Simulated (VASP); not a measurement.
# C in VASP: notebook

C is run at these levels: PBEsol; tasks: single point.

Program: VASP 6.6.1. These are calculated values, not measurements. Logs are shortened: lines on timing, memory, paths and dates and some standing lists are left out, and cuts for length are marked.

## 1. The cell of the first run

The cell holds a slab with vacuum, 2 atoms: a = 2.513 Å, b = 3.554 Å, c = 11.000 Å, α = 90.00°, β = 90.00°, γ = 90.00°.

## 2. Single point, PBEsol

INCAR reads:

```
PREC = Accurate
ENCUT = 520
EDIFF = 1E-6
ISMEAR = -1
SIGMA = 0.02
LREAL = False
LASPH = True
NELM = 80
ALGO = Normal
ISIF = 2
LWAVE = False
LCHARG = False
LDIPOL = True
IDIPOL = 3
DIPOL = 0.5 0.5 0.500
GGA = PS
NBANDS = 11
```

KPOINTS reads:

```
regular mesh
0
Gamma
  12 9 1
```

POSCAR reads:

```
C
1.0
    2.5129203383      0.0000000000      0.0000000000
    0.0000000000      3.5538060236      0.0000000000
    0.0000000000      0.0000000000     11.0000000000
C
2
Direct
    0.7500000000      0.1250000000      0.5000000000
    0.2500000000      0.8750000000      0.5000000000
```

Potentials or basis: VASP PAW PBE potentials, release 64 (C).

On the command line:

```console
cat potpaw_PBE.64/C/POTCAR > POTCAR
mpirun -np 1 vasp_std > vasp.out
```

OUTCAR:

```text
PREC = Accurate
   ENCUT = 520
   EDIFF = 1E-6
   ISMEAR = -1
   LREAL = False
   LASPH = True
   NELM = 80
   ISIF = 2
   GGA = PS

 ion  position               nearest neighbor table
   1  0.750  0.125  0.500-   2 1.54   2 1.54
   2  0.250  0.875  0.500-   1 1.54   1 1.54

  LATTYP: Found a simple orthorhombic cell.
 ALAT       =     2.5129203383
 B/A-ratio  =     1.4142135624
 C/A-ratio  =     4.3773771227

  Lattice vectors:

 A1 = (   2.5129203383,   0.0000000000,   0.0000000000)
 A2 = (   0.0000000000,   3.5538060236,   0.0000000000)
 A3 = (   0.0000000000,   0.0000000000,  11.0000000000)

Analysis of symmetry for initial positions (statically):
=====================================================================
 Subroutine PRICEL returns:
 Original cell was already a primitive cell.

 Routine SETGRP: Setting up the symmetry group for a
 simple orthorhombic supercell.

 Subroutine GETGRP returns: Found  8 space group operations
 (whereof  4 operations were pure point group operations)
 out of a pool of  8 trial point group operations.

The static configuration has the point symmetry C_2h.
 The point group associated with its full space group is D_2h.

Analysis of symmetry for dynamics (positions and initial velocities):
=====================================================================
 Subroutine PRICEL returns:
 Original cell was already a primitive cell.

 Routine SETGRP: Setting up the symmetry group for a
 simple orthorhombic supercell.

 Subroutine GETGRP returns: Found  8 space group operations
 (whereof  4 operations were pure point group operations)
 out of a pool of  8 trial point group operations.

The dynamic configuration has the point symmetry C_2h.
 The point group associated with its full space group is D_2h.

 Subroutine INISYM returns: Found  8 space group operations
 (whereof  4 operations are pure point group operations),
 and found     1 'primitive' translations

----------------------------------------------------------------------------------------

                                     Primitive cell

  volume of cell :      98.2347

  direct lattice vectors                    reciprocal lattice vectors
     2.512920338  0.000000000  0.000000000     0.397943375  0.000000000  0.000000000
     0.000000000  3.553806024  0.000000000     0.000000000  0.281388459  0.000000000
     0.000000000  0.000000000 11.000000000     0.000000000  0.000000000  0.090909091

  length of vectors
     2.512920338  3.553806024 11.000000000     0.397943375  0.281388459  0.090909091

  position of ions in fractional coordinates (direct lattice)
     0.750000000  0.125000000  0.500000000
     0.250000000  0.875000000  0.500000000

  ion indices of the primitive-cell ions
   primitive index   ion index
                 1           1
                 2           2

----------------------------------------------------------------------------------------

 KPOINTS: regular mesh

Automatic generation of k-mesh.
 Grid dimensions read from file:
 generate k-points for:   12    9    1

 Generating k-lattice:

  Cartesian coordinates                     Fractional coordinates (reciprocal lattice)
     0.033161948  0.000000000  0.000000000     0.083333333  0.000000000  0.000000000
     0.000000000  0.031265384  0.000000000     0.000000000  0.111111111  0.000000000
     0.000000000  0.000000000  0.090909091     0.000000000  0.000000000  1.000000000

  Length of vectors
     0.033161948  0.031265384  0.090909091

  Shift w.r.t. Gamma in fractional coordinates (k-lattice)
     0.000000000  0.000000000  0.000000000

 Subroutine IBZKPT returns following result:
 ===========================================

 Found     35 irreducible k-points:

 Following reciprocal coordinates:
            Coordinates               Weight
  0.000000  0.000000  0.000000      1.000000
  0.083333  0.000000  0.000000      2.000000
  0.166667  0.000000  0.000000      2.000000
  0.250000  0.000000  0.000000      2.000000
  0.333333  0.000000  0.000000      2.000000
  0.416667  0.000000  0.000000      2.000000
[... 16 lines left out ...]
  0.083333  0.333333  0.000000      4.000000
  0.166667  0.333333  0.000000      4.000000
 [... further k-points ...]
   k-points           NKPTS =     35   k-points in BZ     NKDIM =     35   number of bands    NBANDS=     11
   number of dos      NEDOS =    301   number of ions     NIONS =      2
   total plane-waves  NPLWV =  47040
   dimension x,y,z NGX =    20 NGY =   28 NGZ =   84
   dimension x,y,z NGXF=    40 NGYF=   56 NGZF=  168
   ions per type =               2
   NGX,Y,Z   is equivalent  to a cutoff of  13.23, 13.10, 12.70 a.u.
   NGXF,Y,Z  is equivalent  to a cutoff of  26.46, 26.20, 25.39 a.u.
 SYSTEM =  unknown system
   PREC   = accura    normal or accurate (medium, high low for compatibility)
   ISTART =      0    job   : 0-new  1-cont  2-samecut
   ICHARG =      2    charge: 1-file 2-atom 10-const
   ISPIN  =      1    spin polarized calculation?
   LNONCOLLINEAR =      F non collinear calculations
   LSORBIT =      F    spin-orbit coupling
   LASPH  =      T    aspherical Exc in radial PAW
   ENCUT  =  520.0 eV  38.22 Ry    6.18 a.u.   4.67  6.61 20.45*2*pi/ulx,y,z
   NELM   =     80;   NELMIN=  2; NELMDL= -5     # of ELM steps
   EDIFF  = 0.1E-05   stopping-criterion for ELM
   LREAL  =      F    real-space projection
   EDIFFG = 0.1E-04   stopping-criterion for IOM
   NSW    =      0    number of steps for IOM
   IBRION =     -1    ionic relax: 0-MD 1-quasi-New 2-CG
   NFREE  =      0    steps in history (QN), initial steepest desc. (CG)
   ISIF   =      2    stress and relaxation
   ISYM   =      2    0-nonsym 1-usesym 2-fastsym
   POTIM  = 0.5000    time-step for ionic-motion
   TEBEG  =    0.0;   TEEND  =   0.0 temperature during run
   PSTRESS=    0.0 pullay stress
   NELECT =       8.0000    total number of electrons
   NUPDOWN=      -1.0000    fix difference up-down
   EMIN   =  10.00;   EMAX   =-10.00  energy-range for DOS
   EFERMI =   0.00;   METHOD = LEGACY
   ISMEAR =    -1;   SIGMA  =   0.02  broadening in eV -4-tet -1-fermi 0-gaus
   EFERMI_NEDOS =   21; number of points for ismear=-14 and -15
   IALGO  =     38    algorithm
   IMIX   =      4    mixing-type and parameters
     AMIX     =   0.40;   BMIX     =  1.00
     AMIX_MAG =   1.60;   BMIX_MAG =  1.00
  volume/ion in A,a.u.               =      49.12       331.46
  Fermi-wavevector in a.u.,A,eV,Ry     =   0.709605  1.340958  6.851061  0.503539
  Thomas-Fermi vector in A             =   1.796231
   LORBIT       =      0    0 simple, 1 ext, 2 COOP (PROOUT), +10 PAW based schemes
   GGA     = PS    functional components
   LHFCALC =     F    Hartree Fock is set to
   AEXX    =    0.0000 exact exchange contribution
   IVDW    =     0    specifies the selected vdW correction
   LEPSILON=     F    determine dielectric tensor
   LRPA    =     F    only Hartree local field effects (RPA)
 non-spin polarized calculation
  energy-cutoff  :      520.00
  volume of cell :       98.23
 maximum number of plane-waves:      2678
 NGX is ok and might be reduce to    20
   NGX =  9   NGY = 13   NGZ = 41

 number of electron       8.0000001 magnetization

 dipolmoment           0.000000      0.000000     -0.000000 electrons x Angstroem

 Free energy of the ion-electron system (eV)
  ---------------------------------------------------
  ext. energy  EPLUGINS =         0.00000000
  ---------------------------------------------------
  free energy    TOTEN  =       -13.76223244 eV

  energy without entropy =      -13.76090461  energy(sigma->0) =      -13.76156852

 E-fermi :  -4.4123     XC(G=0):  -3.2715

 val. band max:       -4.4861896755   @ k =   0.4167   0.1111   0.0000
 cond. band min:      -4.3850118180   @ k =   0.4167   0.2222   0.0000
 fundamental gap:      0.1011778575
 Fermi energy:        -4.4122751721

 k-point     1 :       0.0000    0.0000    0.0000
  band No.  band energies     occupation
      1     -19.0628      2.00000
      2      -7.8444      2.00000
      3      -7.3572      2.00000
      4      -6.2804      2.00000
      5      -4.6236      1.99995
      6       1.1871      0.00000
      7       1.8395      0.00000
      8       2.1323      0.00000
      9       3.4757      0.00000
     10       5.1061      0.00000
     11       6.4614      0.00000

 k-point     2 :       0.0833    0.0000    0.0000
  band No.  band energies     occupation
      1     -18.9430      2.00000
      2      -7.7052      2.00000
      3      -7.2651      2.00000
      4      -6.8563      2.00000
      5      -4.5546      1.99838
      6       1.3477      0.00000
      7       1.7304      0.00000
      8       2.2924      0.00000
      9       3.6340      0.00000
     10       5.7932      0.00000
     11       6.6530      0.00000

 k-point     3 :       0.1667    0.0000    0.0000
  band No.  band energies     occupation
      1     -18.5842      2.00000
      2      -8.2583      2.00000
      3      -7.2901      2.00000
      4      -6.9839      2.00000
      5      -4.3730      0.24665
      6       1.3563      0.00000
      7       1.8274      0.00000
      8       2.7721      0.00000
      9       4.1024      0.00000
     10       6.1989      0.00000
     11       7.0832      0.00000
[... 267 lines left out ...]
 k-point    23 :       0.0833    0.3333    0.0000
  band No.  band energies     occupation
      1     -18.7062      2.00000
      2      -9.5807      2.00000
      3      -7.3572      2.00000
      4      -6.7672      2.00000
      5      -1.5778      0.00000
      6       0.2253      0.00000
      7       2.6223      0.00000
      8       3.7591      0.00000
      9       4.8556      0.00000
     10       5.8436      0.00000
     11       6.4251      0.00000

 k-point    24 :       0.1667    0.3333    0.0000
  band No.  band energies     occupation
      1     -18.3520      2.00000
      2      -9.2231      2.00000
      3      -8.1449      2.00000
      4      -6.9498      2.00000
      5      -1.8790      0.00000
      6       0.2254      0.00000
      7       3.0862      0.00000
      8       4.1303      0.00000
      9       5.2965      0.00000
     10       6.3325      0.00000
     11       6.9691      0.00000

 [... further k-points ...]

------------------------ aborting loop because EDIFF is reached ----------------------------------------

 vacuum level on the upper side and lower side of the slab       (xc-potential included)        -0.118        -0.118

  FORCE on cell =-STRESS in cart. coord.  units (eV):
  Direction    XX          YY          ZZ          XY          YZ          ZX
  --------------------------------------------------------------------------------------
  -------------------------------------------------------------------------------------
  Total       -4.6690029     -8.6123235     -0.0085222      0.0000000      0.0000000      0.0000000
  in kB      -76.1499456   -140.4642458     -0.1389936      0.0000000      0.0000000      0.0000000
  external PRESSURE =     -72.2510617 kB  Pullay stress =       0.0000000 kB

 VOLUME and BASIS-vectors are now :
 -----------------------------------------------------------------------------
  energy-cutoff  :      520.00
  volume of cell :       98.23
      direct lattice vectors                 reciprocal lattice vectors
     2.512920338  0.000000000  0.000000000     0.397943375  0.000000000  0.000000000
     0.000000000  3.553806024  0.000000000     0.000000000  0.281388459  0.000000000
     0.000000000  0.000000000 11.000000000     0.000000000  0.000000000  0.090909091

 POSITION                                       TOTAL-FORCE (eV/Angst)
 -----------------------------------------------------------------------------------
      1.88469      0.44423      5.50000         0.000000     -8.331466     -0.000000
      0.62823      3.10958      5.50000        -0.000000      8.331466      0.000000
 -----------------------------------------------------------------------------------
    total drift:                                0.000000     -0.000000      0.000000

  FREE ENERGIE OF THE ION-ELECTRON SYSTEM (eV)
  ---------------------------------------------------
  free  energy   TOTEN  =       -13.7622324405 eV

  energy  without entropy=      -13.7609046078  energy(sigma->0) =      -13.76156852

 vacuum level on the upper side and lower side of the slab         1.698         1.698
```

It took 22 s on 1 thread of AMD EPYC 9R45 (Zen 5), shared host; peak memory 0.17 GiB.

Results:

- Free energy: -13.7622 eV
- Largest force: 8.331 eV/Å
- Band gap on the k mesh: zero (band 4 reaches -4.38 eV, above the bottom of band 5 at -4.62 eV)

Forces on the atoms (eV/Å):
```
C    0.000 -8.331  0.000
C    0.000  8.331  0.000
```

Levels at points of the mesh, in eV from the Fermi level:
| k point | band 1 | band 2 | band 3 | band 4 | band 5 | band 6 | band 7 | band 8 |
| --- | --- | --- | --- | --- | --- | --- | --- | --- |
| (0.00, 0.00, 0.00) | -14.65 | -3.43 | -2.94 | -1.87 | -0.21 | 5.60 | 6.25 | 6.54 |
| (0.50, 0.00, 0.00) | -10.42 | -10.42 | -0.28 | -0.28 | 1.21 | 1.21 | 9.68 | 9.68 |

Caveat: the PAW data sets were made with another functional, which shifts forces and pressure a little.

## 3. Single point, PBEsol

INCAR reads:

```
SYSTEM = C
PREC     = Accurate       ! precision mode
ENCUT    = 520            ! plane-wave cutoff, eV
EDIFF    = 1E-6           ! SCF threshold, eV
ISMEAR   = -1             ! smearing method
SIGMA    = 0.02           ! smearing width, eV
LREAL    = .False.        ! projectors in reciprocal space
LASPH    = .True.         ! aspherical terms in the spheres
NELM     = 80             ! most SCF steps
ALGO     = Normal         ! electronic algorithm
ISIF     = 2              ! what is computed and relaxed
LWAVE    = .False.        ! write WAVECAR
LCHARG   = .True.         ! write CHGCAR
LDIPOL   = .True.       
IDIPOL   = 3            
DIPOL    = 0.5 0.5 0.500
GGA      = PS             ! functional
LELF     = .True.         ! ELF
LVHAR    = .True.       
LVACPOTAV= .True.       
NBANDS   = 11             ! bands
```

KPOINTS reads:

```
regular mesh
0
Gamma
  12 9 1
  0 0 0
```

POSCAR is that of step 2.

Potentials or basis: VASP PAW PBE potentials, release 64 (C).

On the command line:

```console
cat potpaw_PBE.64/C/POTCAR > POTCAR
mpirun -np 1 vasp_std > vasp.out
```

It took 22 s on 1 thread of AMD EPYC 9R45 (Zen 5), shared host; peak memory 0.17 GiB.

It converged, with:

```
Free energy            : -13.7622 eV
Largest force          : 8.331 eV/Å
Band gap on the k mesh : zero (band 4 reaches -4.38 eV, above the bottom of band 5 at -4.62 eV)
```

Forces in eV/Å, atoms in the order of the input:
```
C    0.000 -8.331  0.000
C    0.000  8.331  0.000
```

Levels at points of the mesh, in eV from the Fermi level:
```tsv
k point	band 1	band 2	band 3	band 4	band 5	band 6	band 7	band 8	band 9
(0.00, 0.00, 0.00)	-14.65	-3.43	-2.94	-1.87	-0.21	5.60	6.25	6.54	7.89
(0.50, 0.00, 0.00)	-10.42	-10.42	-0.28	-0.28	1.21	1.21	9.68	9.68	11.53
```

Caveat: the PAW data sets were made with another functional, which shifts forces and pressure a little.

(Continued in part 2 of 3.)
